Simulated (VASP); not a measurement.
# KTaO3 in VASP: notebook

Runs on KTaO3. Level: PBE. Tasks: single point.

Program: VASP 6.6.1. These are calculated values, not measurements. Logs are shortened: lines on timing, memory, paths and dates and some standing lists are left out, and cuts for length are marked.

### Step 1. The cell of the first run

The structure is orthorhombic, space group Pmmm (No. 47). Conventional cell: a = 3.743 Å, b = 3.931 Å, c = 4.025 Å, α = 90.00°, β = 90.00°, γ = 90.00°. K (site symmetry mmm) has 12 O at 2.71 to 2.81 Å and 8 Ta at 3.38 Å within 3.6 Å. Within 2.5 Å of Ta (site symmetry mmm) lie 6 O at 1.87 to 2.01 Å. O (site symmetry mmm) has 2 Ta at 1.87 Å within 2.5 Å. O (site symmetry mmm) has 2 Ta at 1.97 Å within 2.6 Å. Within 2.7 Å of O (site symmetry mmm) lie 2 Ta at 2.01 Å.

### Step 2. Single point, PBE (normal strain along x -0.0700, normal strain along y -0.0233)

Contents of INCAR:

```
PREC     = Accurate       # precision mode
ENCUT    = 520            # plane-wave cutoff, eV
EDIFF    = 1E-6           # SCF threshold, eV
ISMEAR   = 0              # smearing method
SIGMA    = 0.05           # smearing width, eV
LREAL    = False          # projectors in reciprocal space
LASPH    = True           # aspherical terms in the spheres
NELM     = 100            # most SCF steps
ALGO     = Normal         # electronic algorithm
ISIF     = 2              # what is computed and relaxed
LWAVE    = False          # write WAVECAR
LCHARG   = False          # write CHGCAR
GGA      = PE             # functional
NBANDS   = 27             # bands
```

Contents of KPOINTS:

```
Automatic mesh
0
Gamma
  8 8 8
```

Contents of POSCAR:

```
KTaO3
1.0
    3.7431111446      0.0000000000      0.0000000000
    0.0000000000      3.9310716720      0.0000000000
    0.0000000000      0.0000000000      4.0248506931
K Ta O
1 1 3
Direct
    0.5000000000      0.5000000000      0.5000000000
    0.0000000000      0.0000000000      0.0000000000
    0.5000000000      0.0000000000      0.0000000000
    0.0000000000      0.5000000000      0.0000000000
    0.0000000000      0.0000000000      0.5000000000
```

Potentials or basis: VASP PAW PBE potentials, release 64 (K_sv, Ta_pv, O).

Command:

```bash
> cat potpaw_PBE.64/K_sv/POTCAR potpaw_PBE.64/Ta_pv/POTCAR potpaw_PBE.64/O/POTCAR > POTCAR
> mpirun -np 1 vasp_std > vasp.out
```

OUTCAR:

```text
PREC = Accurate
   ENCUT = 520
   EDIFF = 1E-6
   ISMEAR = 0
   LREAL = False
   LASPH = True
   NELM = 100
   ISIF = 2
   GGA = PE

 ion  position               nearest neighbor table
   1  0.500  0.500  0.500-   5 2.71   5 2.71   5 2.71   5 2.71   4 2.75   4 2.75   4 2.75   4 2.75
                             3 2.81   3 2.81   3 2.81   3 2.81   2 3.38   2 3.38   2 3.38   2 3.38
   2  0.000  0.000  0.000-   3 1.87   3 1.87   4 1.97   4 1.97   5 2.01   5 2.01   1 3.38   1 3.38
                             1 3.38   1 3.38   1 3.38   1 3.38   1 3.38   1 3.38
   3  0.500  0.000  0.000-   2 1.87   2 1.87   1 2.81   1 2.81   1 2.81   1 2.81
   4  0.000  0.500  0.000-   2 1.97   2 1.97   1 2.75   1 2.75   1 2.75   1 2.75
   5  0.000  0.000  0.500-   2 2.01   2 2.01   1 2.71   1 2.71   1 2.71   1 2.71

  LATTYP: Found a simple orthorhombic cell.
 ALAT       =     3.7431111446
 B/A-ratio  =     1.0502150538
 C/A-ratio  =     1.0752688172

  Lattice vectors:

 A1 = (   3.7431111446,   0.0000000000,   0.0000000000)
 A2 = (   0.0000000000,   3.9310716720,   0.0000000000)
 A3 = (   0.0000000000,   0.0000000000,   4.0248506931)

Analysis of symmetry for initial positions (statically):
=====================================================================
 Subroutine PRICEL returns:
 Original cell was already a primitive cell.

 Routine SETGRP: Setting up the symmetry group for a
 simple orthorhombic supercell.

 Subroutine GETGRP returns: Found  8 space group operations
 (whereof  8 operations were pure point group operations)
 out of a pool of  8 trial point group operations.

The static configuration has the point symmetry D_2h.

Analysis of symmetry for dynamics (positions and initial velocities):
=====================================================================
 Subroutine PRICEL returns:
 Original cell was already a primitive cell.

 Routine SETGRP: Setting up the symmetry group for a
 simple orthorhombic supercell.

 Subroutine GETGRP returns: Found  8 space group operations
 (whereof  8 operations were pure point group operations)
 out of a pool of  8 trial point group operations.

The dynamic configuration has the point symmetry D_2h.

 Subroutine INISYM returns: Found  8 space group operations
 (whereof  8 operations are pure point group operations),
 and found     1 'primitive' translations

----------------------------------------------------------------------------------------

[... 95 lines left out ...]
   LASPH  =      T    aspherical Exc in radial PAW
   ENCUT  =  520.0 eV  38.22 Ry    6.18 a.u.   6.96  7.31  7.48*2*pi/ulx,y,z
   NELM   =    100;   NELMIN=  2; NELMDL= -5     # of ELM steps
   EDIFF  = 0.1E-05   stopping-criterion for ELM
   LREAL  =      F    real-space projection
   EDIFFG = 0.1E-04   stopping-criterion for IOM
   NSW    =      0    number of steps for IOM
   IBRION =     -1    ionic relax: 0-MD 1-quasi-New 2-CG
   NFREE  =      0    steps in history (QN), initial steepest desc. (CG)
   ISIF   =      2    stress and relaxation
   ISYM   =      2    0-nonsym 1-usesym 2-fastsym
   POTIM  = 0.5000    time-step for ionic-motion
   TEBEG  =    0.0;   TEEND  =   0.0 temperature during run
   PSTRESS=    0.0 pullay stress
   NELECT =      38.0000    total number of electrons
   NUPDOWN=      -1.0000    fix difference up-down
   EMIN   =  10.00;   EMAX   =-10.00  energy-range for DOS
   EFERMI =   0.00;   METHOD = LEGACY
   ISMEAR =     0;   SIGMA  =   0.05  broadening in eV -4-tet -1-fermi 0-gaus
   EFERMI_NEDOS =   21; number of points for ismear=-14 and -15
   IALGO  =     38    algorithm
   IMIX   =      4    mixing-type and parameters
     AMIX     =   0.40;   BMIX     =  1.00
     AMIX_MAG =   1.60;   BMIX_MAG =  1.00
  volume/ion in A,a.u.               =      11.84        79.93
  Fermi-wavevector in a.u.,A,eV,Ry     =   1.412011  2.668315 27.126973  1.993776
  Thomas-Fermi vector in A             =   2.533804
   LORBIT       =      0    0 simple, 1 ext, 2 COOP (PROOUT), +10 PAW based schemes
   GGA     = PE    functional components
   LHFCALC =     F    Hartree Fock is set to
   AEXX    =    0.0000 exact exchange contribution
   IVDW    =     0    specifies the selected vdW correction
   LEPSILON=     F    determine dielectric tensor
   LRPA    =     F    only Hartree local field effects (RPA)
 non-spin polarized calculation
 Gauss-broadening in eV      SIGMA  =   0.05
  energy-cutoff  :      520.00
  volume of cell :       59.22
 maximum number of plane-waves:      1622
 NGX is ok and might be reduce to    28
   NGX = 13   NGY = 15   NGZ = 15

 number of electron      37.9999982 magnetization

 Free energy of the ion-electron system (eV)
  ---------------------------------------------------
  ext. energy  EPLUGINS =         0.00000000
  ---------------------------------------------------
  free energy    TOTEN  =       -40.38639463 eV

  energy without entropy =      -40.38639463  energy(sigma->0) =      -40.38639463

 E-fermi :   2.5744     XC(G=0): -11.2350

 val. band max:        2.3333345687   @ k =   0.5000   0.5000   0.5000
 cond. band min:       4.5323408338   @ k =   0.0000   0.0000   0.0000
 fundamental gap:      2.1990062651
 Fermi energy:         2.5744035838

 k-point     1 :       0.0000    0.0000    0.0000
  band No.  band energies     occupation
      1     -31.6482      2.00000
      2     -31.5057      2.00000
      3     -31.4670      2.00000
      4     -24.9723      2.00000
      5     -15.8363      2.00000
      6     -14.8978      2.00000
[... 709 lines left out ...]
     26      13.9296      0.00000
     27      13.9338      0.00000

 [... further k-points ...]
[... 5 lines left out ...]
  --------------------------------------------------------------------------------------
  -------------------------------------------------------------------------------------
  Total       17.4932788      7.1651260      3.3656897     -0.0000000      0.0000000      0.0000000
  in kB      473.2475150    193.8389079     91.0523570     -0.0000000      0.0000000      0.0000000
  external PRESSURE =     252.7129266 kB  Pullay stress =       0.0000000 kB

 VOLUME and BASIS-vectors are now :
 -----------------------------------------------------------------------------
  energy-cutoff  :      520.00
  volume of cell :       59.22
      direct lattice vectors                 reciprocal lattice vectors
     3.743111145  0.000000000  0.000000000     0.267157442  0.000000000  0.000000000
     0.000000000  3.931071672  0.000000000     0.000000000  0.254383558  0.000000000
     0.000000000  0.000000000  4.024850693     0.000000000  0.000000000  0.248456421

 POSITION                                       TOTAL-FORCE (eV/Angst)
 -----------------------------------------------------------------------------------
      1.87156      1.96554      2.01243         0.000000      0.000000      0.000000
      0.00000      0.00000      0.00000         0.000000      0.000000      0.000000
      1.87156      0.00000      0.00000         0.000000      0.000000      0.000000
      0.00000      1.96554      0.00000         0.000000      0.000000      0.000000
      0.00000      0.00000      2.01243         0.000000      0.000000      0.000000
 -----------------------------------------------------------------------------------
    total drift:                                0.000000      0.000000     -0.000000

  FREE ENERGIE OF THE ION-ELECTRON SYSTEM (eV)
  ---------------------------------------------------
  free  energy   TOTEN  =       -40.3863946316 eV

  energy  without entropy=      -40.3863946316  energy(sigma->0) =      -40.38639463
```

OSZICAR:

```text
N       E                     dE             d eps       ncg     rms          rms(c)
DAV:   1     0.328400740069E+03    0.32840E+03   -0.21008E+04  6750   0.143E+03
DAV:   2    -0.293783767862E+02   -0.35778E+03   -0.34639E+03  7925   0.413E+02
DAV:   3    -0.480903104949E+02   -0.18712E+02   -0.18624E+02  9531   0.920E+01
DAV:   4    -0.487566325919E+02   -0.66632E+00   -0.66517E+00 11132   0.108E+01
DAV:   5    -0.487607364014E+02   -0.41038E-02   -0.41033E-02  8867   0.842E-01    0.398E+01
DAV:   6    -0.405372689166E+02    0.82235E+01   -0.33482E+01  8053   0.408E+01    0.156E+01
DAV:   7    -0.404406028371E+02    0.96666E-01   -0.14956E+00  8962   0.807E+00    0.106E+01
DAV:   8    -0.403976650064E+02    0.42938E-01   -0.28145E-01  8025   0.442E+00    0.255E+00
DAV:   9    -0.403866524004E+02    0.11013E-01   -0.27937E-02  8805   0.121E+00    0.306E-01
DAV:  10    -0.403863627273E+02    0.28967E-03   -0.75043E-03  9137   0.581E-01    0.123E-01
DAV:  11    -0.403863731058E+02   -0.10378E-04   -0.51876E-04  9352   0.159E-01    0.437E-02
DAV:  12    -0.403863871327E+02   -0.14027E-04   -0.40665E-05  8681   0.462E-02    0.231E-02
DAV:  13    -0.403863945593E+02   -0.74266E-05   -0.10626E-05  9197   0.239E-02    0.539E-03
DAV:  14    -0.403863946316E+02   -0.72262E-07   -0.98035E-07  6555   0.744E-03
   1 F= -.40386395E+02 E0= -.40386395E+02  d E =-.530798E-14
```

stdout:

```text
POSCAR found type information on POSCAR K TaO
 POSCAR found :  3 types and       5 ions
 scaLAPACK will be used
 LDA part: xc-table for (Slater+PW92), standard interpolation
 POSCAR, INCAR and KPOINTS ok, starting setup
 FFT: planning ... GRIDC
 FFT: planning ... GRID_SOFT
 FFT: planning ... GRID
 WAVECAR not read
 entering main loop
```

It took 1.8 min on 1 thread of AMD EPYC 9R14 (Zen 4), shared host; peak memory 0.27 GiB.

Results:

* Free energy: -40.3864 eV
* Pressure: 25.3 GPa
* Band gap on the k mesh: 2.20 eV, indirect (least direct gap 2.71 eV)

Stress tensor (GPa, compression positive):
```
47.32  0.00  0.00
 0.00 19.38  0.00
 0.00  0.00  9.11
```

Caveat: the cell differs from its parent crystal (normal strain along x -0.0700, normal strain along y -0.0233); spin-orbit coupling is left out, which moves the levels of the heavy elements. A k mesh can miss the band edges.

### Step 3. Single point, PBE (normal strain along x -0.0700, normal strain along y -0.0700)

Contents of INCAR:

```
  PREC = Accurate
  ENCUT = 520
  EDIFF = 1E-6
  ISMEAR = 0
  SIGMA = 0.05
  LREAL = False
  LASPH = True
  NELM = 80
  ALGO = Normal
  ISIF = 2
  LWAVE = False
  LCHARG = False
  GGA = PE
  NBANDS = 27
```

KPOINTS is that of step 2.

POSCAR: that of step 2 with these lines changed.

```diff
@@ -3,3 +3,3 @@
     3.7431111446      0.0000000000      0.0000000000
-    0.0000000000      3.9310716720      0.0000000000
+    0.0000000000      3.7431111446      0.0000000000
     0.0000000000      0.0000000000      4.0248506931
```

Potentials or basis: VASP PAW PBE potentials, release 64 (K_sv, Ta_pv, O).

Command:

```bash
> cat potpaw_PBE.64/K_sv/POTCAR potpaw_PBE.64/Ta_pv/POTCAR potpaw_PBE.64/O/POTCAR > POTCAR
> mpirun -np 1 vasp_std > vasp.out
```

Run time: 62 s. Hardware: 1 thread of AMD EPYC 7R13 (Zen 3), shared host; peak memory 0.21 GiB.

Results (log left out):

```
Free energy            : -39.7470 eV
Pressure               : 41.6 GPa
Band gap on the k mesh : 2.32 eV, indirect (least direct gap 2.78 eV)
```

Stress tensor (GPa, compression positive):
```
55.27  0.00  0.00
 0.00 55.27  0.00
 0.00  0.00 14.33
```

Levels at points of the mesh, in eV from the valence-band top:
| k point | band 17 | band 18 | band 19 | band 20 | band 21 | band 22 |
| --- | --- | --- | --- | --- | --- | --- |
| (0.00, 0.00, 0.00) | -0.65 | -0.45 | -0.45 | 2.32 | 2.32 | 2.45 |
| (0.50, 0.00, 0.00) | -1.71 | -0.87 | -0.69 | 2.59 | 6.17 | 6.17 |
| (0.50, 0.50, 0.00) | -1.10 | -1.10 | -0.13 | 6.22 | 6.22 | 7.87 |
| (0.00, 0.00, 0.50) | -2.01 | -0.81 | -0.81 | 2.59 | 5.11 | 5.11 |
| (0.50, 0.00, 0.50) | -1.87 | -1.29 | -0.13 | 5.18 | 6.19 | 7.16 |
| (0.50, 0.50, 0.50) | -0.10 | 0.00 | 0.00 | 7.41 | 7.41 | 8.08 |

Caveat: the cell differs from its parent crystal (normal strain along x -0.0700, normal strain along y -0.0700); spin-orbit coupling is left out, which moves the levels of the heavy elements. A k mesh can miss the band edges.

### Step 4. Single point, PBE (normal strain along x -0.0700, normal strain along y +0.0000)

Contents of INCAR:

```
SYSTEM = KTaO3
ALGO = Normal
EDIFF = 1E-6
ENCUT = 520
GGA = PE
ISIF = 2
ISMEAR = 0
LASPH = .TRUE.
LCHARG = .TRUE.
LELF = .TRUE.
LREAL = .FALSE.
LVHAR = .TRUE.
LWAVE = .FALSE.
NBANDS = 27
NELM = 100
PREC = Accurate
SIGMA = 0.05
```

Contents of KPOINTS:

```
k-points
0
G
  8 8 8
  0 0 0
```

POSCAR: that of step 3 with these lines changed.

```diff
@@ -3,3 +3,3 @@
     3.7431111446      0.0000000000      0.0000000000
-    0.0000000000      3.7431111446      0.0000000000
+    0.0000000000      4.0248506931      0.0000000000
     0.0000000000      0.0000000000      4.0248506931
```

Command:

```bash
> cat potpaw_PBE.64/K_sv/POTCAR potpaw_PBE.64/Ta_pv/POTCAR potpaw_PBE.64/O/POTCAR > POTCAR
> mpirun -np 1 vasp_std > vasp.out
```

It took 75 s on 1 thread of AMD EPYC 7R13 (Zen 3), shared host; peak memory 0.21 GiB.

The run converged. Its results:

- Free energy: -40.5017 eV
- Pressure: 19.2 GPa
- Band gap on the k mesh: 2.13 eV, indirect (least direct gap 2.67 eV)

Stress tensor (GPa, compression positive):
```
43.98  0.00  0.00
 0.00  6.87  0.00
 0.00  0.00  6.87
```

Levels at points of the mesh, in eV from the valence-band top:
```
           k point  band 17  band 18  band 19  band 20  band 21  band 22
(0.00, 0.00, 0.00)    -0.63    -0.63    -0.54     2.13     2.26     2.26
(0.50, 0.00, 0.00)    -1.58    -0.82    -0.82     2.39     5.99     5.99
(0.00, 0.50, 0.00)    -1.64    -0.99    -0.77     2.40     4.94     4.95
(0.50, 0.50, 0.00)    -1.34    -1.27    -0.15     5.02     6.01     7.03
(0.00, 0.50, 0.50)    -2.07    -1.47    -0.07     4.98     4.98     6.21
(0.50, 0.50, 0.50)    -0.08    -0.08     0.00     6.40     7.17     7.17
```

Caveat: the cell differs from its parent crystal (normal strain along x -0.0700, normal strain along y +0.0000); spin-orbit coupling is left out, which moves the levels of the heavy elements.

### Step 5. Overview

```csv
cell,gap on the mesh (eV),pressure (GPa)
"a = 3.743, b = 3.931, c = 4.025 Å, 5 atoms",2.20,25.3
"a = 3.743, b = 3.743, c = 4.025 Å, 5 atoms",2.32,41.6
"a = 3.743, b = 4.025, c = 4.025 Å, 5 atoms",2.13,19.2
```

Alike in all rows: task single point; level PBE; potentials or basis VASP PAW PBE potentials, release 64 (K_sv, Ta_pv, O); no spin polarisation; k mesh 8 × 8 × 8; cutoff (eV) 520; smearing gaussian 0.05 eV.

Caveats: spin-orbit coupling is left out, which moves the levels of the heavy elements.

Total energies depend on the potentials used, so only differences within one code and one set of settings carry meaning.
